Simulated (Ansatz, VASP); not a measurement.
## One calculation of TePb, two programs

File INCAR:

```
SYSTEM = TePb
PREC = Accurate ; ENCUT = 520
EDIFF = 1E-7 ; ISMEAR = 0
SIGMA = 0.02 ; LREAL = .FALSE.
LASPH = .TRUE. ; NELM = 100
ALGO = Normal ; ISIF = 2
LWAVE = .FALSE. ; LCHARG = .TRUE.
GGA = PE ; LELF = .TRUE.
LVHAR = .TRUE. ; NBANDS = 17
```

The input KPOINTS:

```
Automatic mesh
0
G
  7 7 7
  0 0 0
```

POSCAR

```
TePb
1.0
    4.0022870000      0.0000000000      0.0000000000
    0.0000000000      4.0022870000      0.0000000000
    0.0000000000      0.0000000000      4.0022870000
Pb Te
1 1
Direct
    0.0000000000      0.0000000000      0.0000000000
    0.5000000000      0.5000000000      0.5000000000
```

input.yaml

```yaml
crystal:
  lattice:
    - [4.002287, 0.0, 0.0]
    - [0.0, 4.002287, 0.0]
    - [0.0, 0.0, 4.002287]
  atoms:
    - { symbol: Pb, position: [0.0, 0.0, 0.0] }
    - { symbol: Te, position: [0.5, 0.5, 0.5] }
hamiltonian:
  xc: pbe
  pseudopotentials: { kind: paw }
kpoints:
  mp_grid: { grid: [7, 7, 7] }
scf:
  occupations: { method: gaussian, width: 0.02 }
output:
  forces: true
  stress: true
  eigenvalues: true
```

Alike in both runs: task single point; functional PBE; k mesh 7 × 7 × 7; occupations gaussian, width 0.02 eV; no spin polarisation.

|  | VASP | Ansatz |
| --- | --- | --- |
| version | VASP 6.6.1 | Ansatz 0.2.0 |
| potentials or method | VASP PAW PBE potentials, release 64 (Pb_d, Te) | Ansatz PAW |
| plane-wave cutoff (eV) | 520 | 420 |
| valence electrons in the cell | 20 | 30 |

Ansatz gave:

```
gap on the k mesh at the Fermi level (eV) : none
pressure (GPa)                            : 0.1
```

Problem. Which values does VASP return?

Solution. gap on the k mesh at the Fermi level (eV): none; pressure (GPa): 0.0.

A gap of «none» marks a metal or a gap that the smearing closes. VASP's potentials hold 20 valence electrons a cell and Ansatz's 30, so a difference there can come from the potentials and not from the codes.

Neither program's run includes spin-orbit coupling.
